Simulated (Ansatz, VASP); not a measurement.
**One calculation of ZnO, two programs**

Contents of INCAR:

```
SYSTEM = ZnO
PREC = Accurate
ENCUT = 910
EDIFF = 1E-7
ISMEAR = 0
SIGMA = 0.1
LREAL = .False.
LASPH = .True.
NELM = 120
ALGO = Normal
ISIF = 3
LWAVE = .False.
LCHARG = .False.
GGA = PE
IBRION = 2
NSW = 90
EDIFFG = -0.04
GGA_COMPAT = .False.
NELMIN = 4
```

File KPOINTS:

```
Automatic mesh
0
Gamma
  6 6 6
  0 0 0
```

File POSCAR:

```
ZnO
1.0
    2.8490538000      0.0000000000      0.0000000000
   -1.4245269000      2.4673529700      0.0000000000
    0.0000000000      0.0000000000      3.4493416100
Zn O
1 1
Direct
    0.0000000000      0.0000000000      0.0000000000
    0.0000000000      0.0000000000      0.5000000000
```

Input for Ansatz:

```yaml
crystal:
  lattice:
    - [2.8490538, 0.0, 0.0]
    - [-1.4245269, 2.46735297, 0.0]
    - [0.0, 0.0, 3.44934161]
  atoms:
    - { symbol: Zn, position: [0.0, 0.0, 0.0] }
    - { symbol: O, position: [0.0, 0.0, 0.5] }
basis:
  ecutwfc: 420
kpoints:
  mp_grid: { grid: [6, 6, 6] }
hamiltonian:
  xc: pbe
scf:
  occupations: { method: gaussian, width: 0.1 }
  lower_state_search: "off"
output:
  forces: true
  stress: true
  eigenvalues: true
relax:
  adjacent_minimum: "off"
  f_tol: 0.04
  max_steps: 70
  cell: { stress_tol: 0.4 }
```

Alike in both runs: task relaxation of cell and atoms; functional PBE; k mesh 6 × 6 × 6; occupations gaussian, width 0.1 eV; no spin polarisation.

```csv
,VASP,Ansatz
version,VASP 6.6.1,Ansatz 0.2.0
potentials or method,"VASP PAW PBE potentials, release 64 (Zn, O_h), cutoff 910 eV","scalar-relativistic, plane waves, PAW"
valence electrons in the cell,18,18
```

Ansatz gave:

* relaxed volume (Å³/atom): 28.16
* relaxed cell length with the largest relative difference (Å): 4.338

Task: Which values does VASP return?

Result: Relaxed volume (Å³/atom): 16.06; relaxed cell length with the largest relative difference (Å): 3.274.

One of these differences is far larger than is usual between the two programs; its cause wasn't traced.

The k mesh is coarse, so the values compare programs but aren't converged. Noted on VASP's run: the cutoff is short for stress, so the pressure is rough; the volume moved by over 15 % at a fixed basis, so the end points are rough.
